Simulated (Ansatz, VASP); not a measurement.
**EuRu3: VASP beside Ansatz**

```
Eu Ru
1.0
     4.09001    0.00000    0.00000
     0.00000    4.09001    0.00000
     0.00000    0.00000    4.09001
Eu Ru
1 3
Direct
  0.00000 0.00000 0.00000
  0.00000 0.50000 0.50000
  0.50000 0.50000 0.00000
  0.50000 0.00000 0.50000
```

Alike in both runs: task single point; functional PBE; k mesh 4 × 4 × 4; occupations gaussian, width 0.05 eV; collinear spin; Hubbard terms Eu f U = 6.0 eV.

```csv
,VASP,Ansatz
version,VASP 6.6.1,Ansatz 0.2.0
potentials or method,"VASP PAW PBE potentials, release 64 (Eu, Ru_pv), cutoff 520 eV","scalar-relativistic, plane waves, PAW"
valence electrons in the cell,59,65
```

|  | VASP | Ansatz | Ansatz less VASP |
| --- | --- | --- | --- |
| gap on the k mesh at the Fermi level (eV) | none | none | - |
| pressure (GPa) | -0.5 | 0.0 | +0.50 |
| net moment per atom (μB) | 1.17 | 1.17 | -0.006 |
| size of the moment on the site where the two differ most (μB) | 6.46 | 6.60 | +0.144 |

Site moments also hang on the region over which each program counts them. The programs project onto different local orbitals, so the same U acts differently, and such runs can settle in different states. A gap of «none» marks a metal or a gap that the smearing closes. VASP's potentials hold 59 valence electrons a cell and Ansatz's 65, so a difference there can come from the potentials and not from the codes. Ansatz's warnings: filled band counts differ across k points.

The k mesh is coarse, so the values compare programs but aren't converged. Spin-orbit coupling is off throughout.
